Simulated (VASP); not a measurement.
## BAs: single point with PBE

BAs:

```
CELL_PARAMETERS angstrom
0.00000 2.39187 2.39187
2.39187 0.00000 2.39187
2.39187 2.39187 0.00000
ATOMIC_POSITIONS crystal
B 0.00000 0.00000 0.00000
As 0.25000 0.25000 0.25000
```

| Quantity | Value |
| --- | --- |
| Program | VASP 6.6.1 |
| Task | single point |
| Functional | PBE |
| Potentials or basis | VASP PAW PBE potentials, release 64 (B, As) |
| Cutoff | 500 eV |
| k mesh | 4 × 4 × 4 |
| Occupations | gaussian, width 0.01 eV |
| Spin | no spin polarisation |
| Dipole correction | no |
| Further INCAR settings | ALGO = Normal; EDIFF = 1e-06; NBANDS = 11 |

The pressure is 3.4 GPa and the band gap on the k mesh is 1.42 eV, indirect (least direct gap 3.25 eV).

Levels at points of the mesh, in eV from the valence-band top:
| k point | band 2 | band 3 | band 4 | band 5 | band 6 | band 7 |
| --- | --- | --- | --- | --- | --- | --- |
| (0.00, 0.00, 0.00) | 0.00 | 0.00 | 0.00 | 3.25 | 3.25 | 3.25 |
| (0.50, 0.00, 0.00) | -8.77 | -1.82 | -1.82 | 2.66 | 4.76 | 4.76 |
| (0.50, 0.50, 0.00) | -8.51 | -4.07 | -4.07 | 1.42 | 1.43 | 11.32 |

Run time: 4.4 s on 1 thread of Intel(R) Xeon(R) Platinum 8259CL CPU @ 2.50GHz (Skylake/Cascade Lake), with other jobs on the host, peak memory 0.15 GiB.

Caveat: the k points lie up to 0.57 Å⁻¹ apart. A k mesh can miss the band edges.
